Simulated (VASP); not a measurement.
Wanted: the native input for a VASP 6.6.1 run.

- Task: single point
- Functional: r2SCAN
- Dispersion: D3(BJ)
- Potentials or basis: VASP PAW PBE potentials, release 64 (Al, Pt)
- Cutoff: 550 eV
- k mesh: 6 × 6 × 6
- Occupations: fermi-dirac, width 0.1 eV
- Spin: no spin polarisation
- Dipole correction: no
- Further INCAR settings: ALGO = Normal; EDIFF = 1e-06; NBANDS = 14

AlPt:

```xyz
2
Lattice="3.0915 0.0000 0.0000 0.0000 3.0915 0.0000 0.0000 0.0000 3.0915" Properties=species:S:1:pos:R:3 pbc="T T T"
Al    0.0000    0.0000    0.0000
Pt    1.5458    1.5458    1.5458
```

These files were run (other wordings do the same):

POSCAR

```
AlPt
1.0
    3.0915500000      0.0000000000      0.0000000000
    0.0000000000      3.0915500000      0.0000000000
    0.0000000000      0.0000000000      3.0915500000
Al Pt
1 1
Direct
    0.0000000000      0.0000000000      0.0000000000
    0.5000000000      0.5000000000      0.5000000000
```

INCAR.step1

```
SYSTEM = AlPt
PREC     = Accurate       ! precision mode
ENCUT    = 550            ! plane-wave cutoff, eV
ISMEAR   = -1             ! smearing method
SIGMA    = 0.1            ! smearing width, eV
LREAL    = .False.        ! projectors in reciprocal space
LASPH    = .True.         ! aspherical terms in the spheres
NELM     = 120            ! most SCF steps
NBANDS   = 14             ! bands
GGA      = PE             ! functional
ALGO     = Normal         ! electronic algorithm
EDIFF    = 1E-5           ! SCF threshold, eV
LWAVE    = .True.         ! write WAVECAR
LCHARG   = .False.        ! write CHGCAR
GGA_COMPAT= .False.
```

INCAR.step2

```
SYSTEM = AlPt
PREC     = Accurate       ! precision mode
ENCUT    = 550            ! plane-wave cutoff, eV
EDIFF    = 1E-6           ! SCF threshold, eV
ISMEAR   = -1             ! smearing method
SIGMA    = 0.1            ! smearing width, eV
LREAL    = .False.        ! projectors in reciprocal space
LASPH    = .True.         ! aspherical terms in the spheres
NELM     = 120            ! most SCF steps
ALGO     = Normal         ! electronic algorithm
ISIF     = 2              ! what is computed and relaxed
LWAVE    = .False.        ! write WAVECAR
LCHARG   = .False.        ! write CHGCAR
METAGGA  = R2SCAN         ! meta-GGA
LMIXTAU  = .True.       
IVDW     = 12             ! dispersion correction
VDW_S6   = 1.0          
VDW_S8   = 0.78981345   
VDW_A1   = 0.49484001   
VDW_A2   = 5.73083694   
NBANDS   = 14             ! bands
ISTART   = 1            
GGA_COMPAT= .False.
```

KPOINTS

```
Automatic mesh
0
Gamma
  6 6 6
  0 0 0
```

Potentials or basis: VASP PAW PBE potentials, release 64 (Al, Pt).

Command:

```console
$ cat potpaw_PBE.64/Al/POTCAR potpaw_PBE.64/Pt/POTCAR > POTCAR
$ cp INCAR.step1 INCAR
$ mpirun -np 1 vasp_std > vasp.out
$ cp INCAR.step2 INCAR
$ mpirun -np 1 vasp_std > vasp.out
```

Results of the run:

```yaml
Pressure: -7.6 GPa
Dispersion_energy_per_atom: -0.266 eV
```

Caveat: three body term missing; the PAW data sets were made with another functional, which shifts forces and pressure a little; pairwise dispersion overbinds metals, which lowers pressure and volume.

Run time: 22 s on 1 thread of Intel Xeon 6975P-C, on a shared host, peak memory 0.15 GiB.
